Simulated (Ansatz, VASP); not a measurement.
Two plane-wave programs on Ag

File POSCAR:

```
Ag
1.0
    2.9300000000      0.0000000000      0.0000000000
   -1.4650000000      2.5374544331      0.0000000000
    0.0000000000      0.0000000000      4.7900000000
Ag
2
Direct
    0.6666666667      0.3333333333      0.7500000000
    0.3333333333      0.6666666667      0.2500000000
```

Contents of INCAR.step1:

```
SYSTEM = Ag
ALGO = Normal
EDIFF = 1E-5
ENCUT = 520
GGA = PE
ISIF = 2
ISMEAR = -1
LASPH = .True.
LCHARG = .False.
LREAL = .False.
LWAVE = .True.
NBANDS = 18
NELM = 60
PREC = Accurate
SIGMA = 0.05
```

Contents of INCAR.step2:

```
SYSTEM = Ag
AEXX = 0.25
ALGO = Normal
EDIFF = 1E-7
ENCUT = 520
ISIF = 2
ISMEAR = -1
ISTART = 1
LASPH = .True.
LCHARG = .False.
LHFCALC = .True.
LMIXTAU = .True.
LREAL = .False.
LWAVE = .False.
METAGGA = R2SCAN
NBANDS = 18
NELM = 60
PREC = Accurate
PRECFOCK = Normal
SIGMA = 0.05
```

File KPOINTS:

```
k-points
0
Gamma
  6 6 3
  0 0 0
```

The input input.yaml:

```yaml
crystal:
  lattice:
    - [2.93, 0.0, 0.0]
    - [-1.465, 2.5374544331, 0.0]
    - [0.0, 0.0, 4.79]
  atoms:
    - { symbol: Ag, position: [0.6666666667, 0.3333333333, 0.75] }
    - { symbol: Ag, position: [0.3333333333, 0.6666666667, 0.25] }
hamiltonian:
  xc: r2scan0
  pseudopotentials: { kind: paw }
kpoints:
  mp_grid: { grid: [6, 6, 3] }
scf:
  occupations: { method: fermi_dirac, width: 0.05 }
  n_extra_bands: 6
output:
  forces: true
  stress: true
  eigenvalues: true
  dos: { projected: true, de: 0.05 }
  write_density: true
  write_potential: true
  elf: true
  volumetric_format: npy
```

Alike in both runs: functional r2SCAN0; k mesh 6 × 6 × 3; occupations fermi-dirac, width 0.05 eV; no spin polarisation.

```csv
,VASP,Ansatz
version,VASP 6.6.1,Ansatz 0.2.0
potentials or method,"VASP PAW PBE potentials, release 64 (Ag)",Ansatz PAW
plane-wave cutoff (eV),520,500
valence electrons in the cell,22,38
task,single point,projected density of states
```

```tsv
	VASP	Ansatz	Ansatz less VASP
gap on the k mesh at the Fermi level (eV)	none	none	-
pressure (GPa)	-0.4	-0.4	-0.01
traceless stress, the component that is largest in VASP (GPa)	-0.23	-0.26	-0.028
```

VASP's potentials were made for PBE, not for r2SCAN0. A gap of «none» marks a metal or a gap that the smearing closes. VASP's potentials hold 22 valence electrons a cell and Ansatz's 38, so a difference there can come from the potentials and not from the codes.

The k mesh is coarse, so the values compare programs but aren't converged.
